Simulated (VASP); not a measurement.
# Mg8HO8 (a cell with a defect) in VASP: a series of runs

The runs below take Mg8HO8 (a cell with a defect) through single point, with LDA.

Everything below comes from runs of VASP 6.6.1. Logs are shortened: lines on timing, memory, paths and dates and some standing lists are left out, and cuts for length are marked.

## Step 1: The cell of the first run

The cell holds a defect, 17 atoms: a = 6.080 Å, b = 6.080 Å, c = 6.080 Å, α = 60.00°, β = 60.00°, γ = 60.00°.

## Step 2: Single point, LDA

File INCAR:

```
SYSTEM = Mg8HO8
ALGO     = Normal         ! electronic algorithm
EDIFF    = 1E-6           ! SCF threshold, eV
ENCUT    = 520            ! plane-wave cutoff, eV
ISIF     = 2              ! what is computed and relaxed
ISMEAR   = -1             ! smearing method
LASPH    = .True.         ! aspherical terms in the spheres
LCHARG   = .False.        ! write CHGCAR
LREAL    = Auto         
LWAVE    = .False.        ! write WAVECAR
NBANDS   = 46             ! bands
NELECT   = 64.0         
NELM     = 60             ! most SCF steps
PREC     = Accurate       ! precision mode
SIGMA    = 0.02           ! smearing width, eV
```

File KPOINTS:

```
k-points
0
Gamma
  2 2 2
  0 0 0
```

File POSCAR:

```
Mg8HO8
1.0
    0.0000000000      4.2993000000      4.2993000000
    4.2993000000      0.0000000000      4.2993000000
    4.2993000000      4.2993000000      0.0000000000
Mg O H
8 8 1
Direct
   -0.0268629777      0.0308975880      0.0198399739
   -0.0119548531      0.0059106134      0.5087894541
   -0.0100459377      0.4901345568      0.0132746028
    0.0012407834      0.5013903426      0.4996914614
    0.4962391552     -0.0035854674      0.0079666457
    0.5008896797      0.0011627474      0.5075435536
    0.5310751750      0.4731336497      0.0197109995
    0.5056361501      0.4882516921      0.5087475868
    0.2502776033      0.2488113181      0.2537484009
    0.2455669528      0.2507587282      0.7569241504
    0.2478242970      0.7476879957      0.2369415951
    0.2497242574      0.7500029075      0.7453542437
    0.7477562626      0.2478946573      0.2668691415
    0.7490125137      0.2490053032      0.7610240039
    0.7487235131      0.7503823878      0.2536026795
    0.7506637127      0.7456221943      0.7570675459
    0.2144137418      0.7140720582     -0.0645146884
```

Potentials or basis: VASP PAW LDA potentials, release 64 (Mg, O, H).

The run is started by

```bash
cat potpaw_LDA.64/Mg/POTCAR potpaw_LDA.64/O/POTCAR potpaw_LDA.64/H/POTCAR > POTCAR
mpirun -np 1 vasp_std > vasp.out
```

OUTCAR:

```text
SYSTEM = Mg8HO8
   EDIFF = 1E-6
   ENCUT = 520
   ISIF = 2
   ISMEAR = -1
   LASPH = .True.
   LREAL = Auto
   NELECT = 64.0
   NELM = 60
   PREC = Accurate

 ion  position               nearest neighbor table
   1  0.973  0.031  0.020-  17 1.88  13 2.00  14 2.08  10 2.12  11 2.13  15 2.18  12 2.39   7 2.69
                             3 2.82   6 2.92   2 2.95   4 3.02   5 3.05   5 3.05   4 3.08   2 3.14
   2  0.988  0.006  0.509-  13 2.07  14 2.13  16 2.14  12 2.14   9 2.17  11 2.28   8 2.93   1 2.95
                             3 2.98   6 2.98   5 3.01   4 3.03   4 3.06   5 3.07   6 3.10   3 3.10
   3  0.990  0.490  0.013-  13 2.08  17 2.12  16 2.13  10 2.13  15 2.15   9 2.15  12 2.23   7 2.82
                             1 2.82   2 2.98   8 2.98   4 3.03   5 3.04   5 3.04   4 3.06   8 3.10
   4  0.001  0.501  0.500-  11 2.12   9 2.14  15 2.14  10 2.16  16 2.16  14 2.17   7 3.02   1 3.02
                             2 3.03   8 3.03   3 3.03   6 3.04   6 3.04   8 3.06   3 3.06   2 3.06
   5  0.496  0.996  0.008-  11 2.14  15 2.14   9 2.14  16 2.16  10 2.16  14 2.17   2 3.01   8 3.01
                             6 3.01   3 3.04   3 3.04   1 3.05   7 3.05   7 3.05   1 3.05   6 3.07
   6  0.501  0.001  0.508-  13 2.12  10 2.15  16 2.15  12 2.16   9 2.17  15 2.17   7 2.92   1 2.92
                             8 2.98   2 2.98   5 3.01   4 3.04   4 3.04   5 3.07   2 3.10   8 3.10
   7  0.531  0.473  0.020-  17 1.88  13 2.00  14 2.08  16 2.12  11 2.13   9 2.18  12 2.39   1 2.69
                             3 2.82   6 2.92   8 2.94   4 3.02   5 3.05   5 3.05   4 3.08   8 3.14
   8  0.506  0.488  0.509-  13 2.07  14 2.13  10 2.14  12 2.14  15 2.17  11 2.28   2 2.93   7 2.94
                             3 2.98   6 2.98   5 3.01   4 3.03   4 3.06   5 3.07   6 3.10   3 3.10
   9  0.250  0.249  0.254-   5 2.14   4 2.14   3 2.15   6 2.17   2 2.17   7 2.18
  10  0.246  0.251  0.757-   1 2.12   3 2.13   8 2.14   6 2.15   4 2.16   5 2.16
  11  0.248  0.748  0.237-   4 2.12   7 2.13   1 2.13   5 2.14   8 2.28   2 2.28
  12  0.250  0.750  0.745-  17 0.99   2 2.14   8 2.14   6 2.16   3 2.23   1 2.39   7 2.39
  13  0.748  0.248  0.267-   7 2.00   1 2.00   2 2.07   8 2.07   3 2.08   6 2.12
  14  0.749  0.249  0.761-   7 2.08   1 2.08   2 2.13   8 2.13   4 2.17   5 2.17
  15  0.749  0.750  0.254-   5 2.14   4 2.14   3 2.15   6 2.17   8 2.17   1 2.18
  16  0.751  0.746  0.757-   7 2.12   3 2.13   2 2.14   6 2.15   4 2.16   5 2.16
  17  0.214  0.714  0.935-  12 0.99   7 1.88   1 1.88   3 2.12

  LATTYP: Found a face centered cubic cell.
 ALAT       =     8.5986000000

  Lattice vectors:

 A1 = (   0.0000000000,   4.2993000000,   4.2993000000)
 A2 = (   4.2993000000,   0.0000000000,   4.2993000000)
 A3 = (   4.2993000000,   4.2993000000,   0.0000000000)

Analysis of symmetry for initial positions (statically):
=====================================================================
 Subroutine PRICEL returns:
 Original cell was already a primitive cell.

 Routine SETGRP: Setting up the symmetry group for a
 face centered cubic supercell.

 Subroutine GETGRP returns: Found  1 space group operations
 (whereof  1 operations were pure point group operations)
[... 145 lines left out ...]
   EFERMI_NEDOS =   21; number of points for ismear=-14 and -15
   IALGO  =     38    algorithm
   IMIX   =      4    mixing-type and parameters
     AMIX     =   0.40;   BMIX     =  1.00
     AMIX_MAG =   1.60;   BMIX_MAG =  1.00
  volume/ion in A,a.u.               =       9.35        63.09
  Fermi-wavevector in a.u.,A,eV,Ry     =   1.208909  2.284507 19.884395  1.461462
  Thomas-Fermi vector in A             =   2.344503
   LORBIT       =      0    0 simple, 1 ext, 2 COOP (PROOUT), +10 PAW based schemes
   GGA     = CA    functional components
   LHFCALC =     F    Hartree Fock is set to
   AEXX    =    0.0000 exact exchange contribution
   IVDW    =     0    specifies the selected vdW correction
   LEPSILON=     F    determine dielectric tensor
   LRPA    =     F    only Hartree local field effects (RPA)
 non-spin polarized calculation
  energy-cutoff  :      520.00
  volume of cell :      158.94
 maximum number of plane-waves:      4314
 NGX is ok and might be reduce to    48
   NGX = 23   NGY = 23   NGZ = 23

 number of electron      63.9999997 magnetization

 Free energy of the ion-electron system (eV)
  ---------------------------------------------------
  ext. energy  EPLUGINS =         0.00000000
  ---------------------------------------------------
  free energy    TOTEN  =      -113.53503253 eV

  energy without entropy =     -113.53503253  energy(sigma->0) =     -113.53503253

 E-fermi :   3.1016     XC(G=0): -11.2786

 val. band max:        2.5640327885   @ k =   0.0000   0.0000   0.0000
 cond. band min:       6.2376368203   @ k =   0.0000   0.0000   0.0000
 fundamental gap:      3.6736040319
 Fermi energy:         3.1015547331

 k-point     1 :       0.0000    0.0000    0.0000
  band No.  band energies     occupation
      1     -16.6991      2.00000
      2     -14.0170      2.00000
      3     -13.1597      2.00000
      4     -12.8404      2.00000
      5     -12.6936      2.00000
      6     -12.6897      2.00000
[... 365 lines left out ...]
     43      13.3139      0.00000
     44      13.3646      0.00000
 [bands above 44 left out]

------------------------ aborting loop because EDIFF is reached ----------------------------------------

  FORCE on cell =-STRESS in cart. coord.  units (eV):
  Direction    XX          YY          ZZ          XY          YZ          ZX
  --------------------------------------------------------------------------------------
  -------------------------------------------------------------------------------------
  Total      -17.9466448    -17.9333888    -20.3061984     -3.2685170      0.8991658      0.8903359
  in kB     -180.9133447   -180.7797153   -204.6991124    -32.9486847      9.0641504      8.9751396
  external PRESSURE =    -188.7973908 kB  Pullay stress =       0.0000000 kB

 VOLUME and BASIS-vectors are now :
 -----------------------------------------------------------------------------
  energy-cutoff  :      520.00
  volume of cell :      158.94
      direct lattice vectors                 reciprocal lattice vectors
     0.000000000  4.299300000  4.299300000    -0.116298002  0.116298002  0.116298002
     4.299300000  0.000000000  4.299300000     0.116298002 -0.116298002  0.116298002
     4.299300000  4.299300000  0.000000000     0.116298002  0.116298002 -0.116298002

 POSITION                                       TOTAL-FORCE (eV/Angst)
 -----------------------------------------------------------------------------------
      0.21814      4.26911      4.31665        -0.007067      0.003046      0.023925
      2.21285      6.43534      4.27331        -0.004228     -0.001719      0.002980
      2.16431      4.31318      6.36335        -0.013499     -0.012845     -0.030325
      4.30395      2.15366      2.16096         0.003583      0.005118      0.001254
      4.31814      2.16773      6.41737        -0.000170      0.003648      0.021879
      2.18708      4.33556      2.15847        -0.004207     -0.000665      0.025160
[... 9 lines left out ...]
      6.46051      6.48219      6.43298         0.004064     -0.006032     -0.000803
      7.09194      4.94376      3.99184         0.112036      0.104627     -0.171788
 -----------------------------------------------------------------------------------
    total drift:                                0.004601      0.002650     -0.005610

  FREE ENERGIE OF THE ION-ELECTRON SYSTEM (eV)
  ---------------------------------------------------
  free  energy   TOTEN  =      -113.5350325294 eV

  energy  without entropy=     -113.5350325294  energy(sigma->0) =     -113.53503253
```

OSZICAR:

```text
N       E                     dE             d eps       ncg     rms          rms(c)
DAV:   1     0.306168523877E+03    0.30617E+03   -0.31164E+04   744   0.126E+03
DAV:   2    -0.101634219692E+03   -0.40780E+03   -0.39237E+03   954   0.269E+02
DAV:   3    -0.125141598650E+03   -0.23507E+02   -0.23383E+02   914   0.680E+01
DAV:   4    -0.125328788006E+03   -0.18719E+00   -0.18687E+00   904   0.682E+00
DAV:   5    -0.125330283940E+03   -0.14959E-02   -0.14941E-02   902   0.603E-01    0.193E+01
DAV:   6    -0.114053901761E+03    0.11276E+02   -0.44997E+01   872   0.295E+01    0.655E+00
DAV:   7    -0.113768225479E+03    0.28568E+00   -0.12949E+00   872   0.524E+00    0.391E+00
DAV:   8    -0.113551783404E+03    0.21644E+00   -0.45458E-01   920   0.411E+00    0.971E-01
DAV:   9    -0.113535720685E+03    0.16063E-01   -0.38126E-02   938   0.108E+00    0.312E-01
DAV:  10    -0.113535241102E+03    0.47958E-03   -0.10864E-02   896   0.497E-01    0.133E-01
DAV:  11    -0.113535061072E+03    0.18003E-03   -0.97059E-04   912   0.187E-01    0.516E-02
DAV:  12    -0.113535038073E+03    0.22999E-04   -0.11917E-04   888   0.599E-02    0.193E-02
DAV:  13    -0.113535032059E+03    0.60142E-05   -0.43613E-05   912   0.400E-02    0.525E-03
DAV:  14    -0.113535032529E+03   -0.47035E-06   -0.93887E-06   920   0.159E-02
   1 F= -.11353503E+03 E0= -.11353503E+03  d E =-.493254E-12
```

It took 2.2 min on 1 thread of Intel Xeon Platinum 8259CL at 2.50GHz (Skylake/Cascade Lake), shared host; peak memory 0.28 GiB.

What came out:

```
Free energy   : -113.5350 eV
Largest force : 0.230 eV/Å
```

Forces on the atoms (eV/Å):
```
Mg  -0.007  0.003  0.024
Mg  -0.004 -0.002  0.003
Mg  -0.013 -0.013 -0.030
Mg   0.004  0.005  0.001
Mg   0.000  0.004  0.022
Mg  -0.004 -0.001  0.025
Mg   0.006 -0.004  0.022
Mg  -0.004 -0.004  0.006
O    0.007 -0.007  0.010
O    0.003  0.011 -0.003
O    0.024  0.016  0.005
O   -0.128 -0.122  0.072
O    0.001  0.010 -0.002
O   -0.002 -0.009  0.008
O    0.001  0.014  0.009
O    0.004 -0.006 -0.001
H    0.112  0.105 -0.172
```

Caveat: the k points lie up to 0.63 Å⁻¹ apart; the cell carries a net charge on a neutralising background, which shifts energy and pressure; the cell is charged against a uniform background, so pressure and absolute levels hang on convention.

## Step 3: Single point, LDA

File INCAR:

```
PREC = Accurate ; ENCUT = 520
EDIFF = 1E-6 ; ISMEAR = -1
SIGMA = 0.02 ; LREAL = Auto
LASPH = T ; NELM = 80
ALGO = Normal ; ISIF = 2
LWAVE = F ; LCHARG = T
GGA = CA ; LELF = T
LVHAR = T ; NELECT = 64.0
NBANDS = 46
```

File KPOINTS:

```
regular mesh
0
Gamma
  2 2 2
```

File POSCAR:

```
Mg8HO8
1.0
    0.0000000000      4.2993000000      4.2993000000
    4.2993000000      0.0000000000      4.2993000000
    4.2993000000      4.2993000000      0.0000000000
Mg O H
8 8 1
Direct
   -0.0305839323      0.0271305794      0.0233897379
   -0.0056003303      0.0122339683      0.5022558323
   -0.0008525807      0.4993888540      0.0091122974
    0.0038945875      0.5040385644      0.5001393250
    0.4989194753     -0.0009623660      0.0018325076
    0.5101811923      0.0103305189      0.4928613960
    0.5271683762      0.4692026609      0.0234377689
    0.5120581257      0.4946436629      0.5021472100
    0.2546880888      0.2496151699      0.2528659317
    0.2499288256      0.2515483916      0.7522219896
    0.2526201940      0.7524527249      0.2319803224
    0.2503014444      0.7505517177      0.7445981904
    0.7524167888      0.2525209918      0.2620309120
    0.7513019561      0.2512640430      0.7585568581
    0.7495520201      0.7547100691      0.2527639383
    0.7514925686      0.7500009304      0.7523499174
    0.2862806736      0.7858968902     -0.1365730468
```

Potentials or basis: VASP PAW LDA potentials, release 64 (Mg, O, H).

The run is started by

```bash
cat potpaw_LDA.64/Mg/POTCAR potpaw_LDA.64/O/POTCAR potpaw_LDA.64/H/POTCAR > POTCAR
mpirun -np 1 vasp_std > vasp.out
```

OUTCAR:

```text
PREC = Accurate
   ENCUT = 520
   EDIFF = 1E-6
   ISMEAR = -1
   LREAL = Auto
   LASPH = T
   NELM = 80
   ISIF = 2
   GGA = CA
   NELECT = 64.0

 ion  position               nearest neighbor table
   1  0.969  0.027  0.023-  17 1.88  13 2.00  14 2.08  15 2.12  11 2.13  10 2.18  12 2.39   7 2.69
                             6 2.82   3 2.92   2 2.95   5 3.02   4 3.05   4 3.05   5 3.08   2 3.14
   2  0.994  0.012  0.502-  13 2.07  14 2.13   9 2.14  12 2.14  16 2.17  11 2.28   8 2.93   1 2.95
                             6 2.98   3 2.98   4 3.01   5 3.03   5 3.06   4 3.07   3 3.10   6 3.10
   3  0.999  0.499  0.009-  13 2.12  15 2.15   9 2.15  12 2.16  16 2.17  10 2.17   7 2.92   1 2.92
                             8 2.98   2 2.98   4 3.01   5 3.04   5 3.04   4 3.07   2 3.10   8 3.10
   4  0.004  0.504  0.500-  11 2.14  10 2.14  16 2.14   9 2.16  15 2.16  14 2.17   2 3.01   8 3.01
                             3 3.01   6 3.04   6 3.04   1 3.05   7 3.05   7 3.05   1 3.05   3 3.07
   5  0.499  0.999  0.002-  11 2.12  16 2.14  10 2.14  15 2.16   9 2.16  14 2.17   7 3.02   1 3.02
                             2 3.03   8 3.03   6 3.03   3 3.04   3 3.04   8 3.06   6 3.06   2 3.06
   6  0.510  0.010  0.493-  13 2.08  17 2.12   9 2.13  15 2.13  10 2.15  16 2.15  12 2.23   7 2.82
[... 225 lines left out ...]
      6     -12.6902      2.00000
[... 365 lines left out ...]
     43      13.3140      0.00000
     44      13.3647      0.00000
 [bands above 44 left out]

------------------------ aborting loop because EDIFF is reached ----------------------------------------

  FORCE on cell =-STRESS in cart. coord.  units (eV):
  Direction    XX          YY          ZZ          XY          YZ          ZX
  --------------------------------------------------------------------------------------
  -------------------------------------------------------------------------------------
  Total      -17.9194984    -17.9073245    -20.2768160     -3.2685841     -0.9002097     -0.8924678
  in kB     -180.6396914   -180.5169709   -204.4029198    -32.9493610     -9.0746734     -8.9966305
  external PRESSURE =    -188.5198607 kB  Pullay stress =       0.0000000 kB

 VOLUME and BASIS-vectors are now :
 -----------------------------------------------------------------------------
  energy-cutoff  :      520.00
  volume of cell :      158.94
      direct lattice vectors                 reciprocal lattice vectors
     0.000000000  4.299300000  4.299300000    -0.116298002  0.116298002  0.116298002
     4.299300000  0.000000000  4.299300000     0.116298002 -0.116298002  0.116298002
     4.299300000  4.299300000  0.000000000     0.116298002  0.116298002 -0.116298002

 POSITION                                       TOTAL-FORCE (eV/Angst)
 -----------------------------------------------------------------------------------
      0.21720      4.26837      4.28445        -0.007502      0.002755     -0.024026
      2.21195      6.43457      4.32782        -0.004091     -0.001925     -0.002877
      2.18620      4.33481      6.44266        -0.004366     -0.000714     -0.025538
      4.31726      2.16699      2.18376        -0.000307      0.003144     -0.022010
      4.30304      2.15288      6.44017         0.003476      0.004987     -0.001655
      2.16337      4.31238      2.23784        -0.013453     -0.012924      0.030253
[... 9 lines left out ...]
      6.45906      6.46547      6.45537         0.006833     -0.006823     -0.009275
      7.09094      4.94294      4.60961         0.112228      0.104545      0.171834
 -----------------------------------------------------------------------------------
    total drift:                                0.004316      0.004465      0.006755

  FREE ENERGIE OF THE ION-ELECTRON SYSTEM (eV)
  ---------------------------------------------------
  free  energy   TOTEN  =      -113.5350878461 eV

  energy  without entropy=     -113.5350878461  energy(sigma->0) =     -113.53508785
```

stdout:

```text
POSCAR found type information on POSCAR MgO H
 POSCAR found :  3 types and      17 ions
 scaLAPACK will be used
 LDA part: xc-table for (Slater(with rela. corr.)+CA(PZ))
 , standard interpolation
 POSCAR, INCAR and KPOINTS ok, starting setup
 FFT: planning ... GRIDC
 FFT: planning ... GRID_SOFT
 FFT: planning ... GRID
 WAVECAR not read
 entering main loop
 the old and the new charge density differ
 old charge density:    65.00000 new   64.00000
    0.193E+01
```

It took 2.2 min on 1 thread of Intel Xeon Platinum 8259CL at 2.50GHz (Skylake/Cascade Lake), shared host; peak memory 0.28 GiB.

Results:

```
Free energy   : -113.5351 eV
Largest force : 0.230 eV/Å
```

Forces on the atoms (eV/Å):
```
Mg  -0.008  0.003 -0.024
Mg  -0.004 -0.002 -0.003
Mg  -0.004 -0.001 -0.026
Mg   0.000  0.003 -0.022
Mg   0.003  0.005 -0.002
Mg  -0.013 -0.013  0.030
Mg   0.006 -0.004 -0.022
Mg  -0.004 -0.004 -0.006
O    0.005 -0.005  0.000
O    0.001  0.014 -0.009
O    0.024  0.017 -0.006
O   -0.129 -0.123 -0.072
O    0.002  0.010  0.002
O   -0.002 -0.009 -0.007
O    0.004  0.011  0.003
O    0.007 -0.007 -0.009
H    0.112  0.105  0.172
```

Levels at points of the mesh, in eV from the Fermi level:
| k point | band 29 | band 30 | band 31 | band 32 | band 33 | band 34 | band 35 | band 36 |
| --- | --- | --- | --- | --- | --- | --- | --- | --- |
| (0.00, 0.00, 0.00) | -0.85 | -0.60 | -0.55 | -0.54 | 3.14 | 5.59 | 6.73 | 6.83 |
| (0.50, 0.00, 0.00) | -0.85 | -0.83 | -0.79 | -0.78 | 4.84 | 5.89 | 7.43 | 8.23 |
| (0.00, 0.50, 0.00) | -0.85 | -0.83 | -0.79 | -0.77 | 4.84 | 5.89 | 7.43 | 8.23 |
| (0.00, 0.00, 0.50) | -0.88 | -0.81 | -0.80 | -0.76 | 5.19 | 5.87 | 7.41 | 8.23 |
| (0.50, 0.50, 0.50) | -0.90 | -0.83 | -0.78 | -0.75 | 5.41 | 5.88 | 7.28 | 8.35 |
| (0.50, 0.50, 0.00) | -1.00 | -0.98 | -0.93 | -0.84 | 5.60 | 6.77 | 7.56 | 7.93 |
| (0.00, 0.50, 0.50) | -1.09 | -1.05 | -0.99 | -0.90 | 5.91 | 6.67 | 7.48 | 8.07 |
| (0.50, 0.00, 0.50) | -1.09 | -1.05 | -0.99 | -0.90 | 5.91 | 6.67 | 7.48 | 8.07 |

Caveat: the k points lie up to 0.63 Å⁻¹ apart; the cell carries a net charge on a neutralising background, which shifts energy and pressure; the cell is charged against a uniform background, so pressure and absolute levels hang on convention.

(Continued in part 2 of 2.)
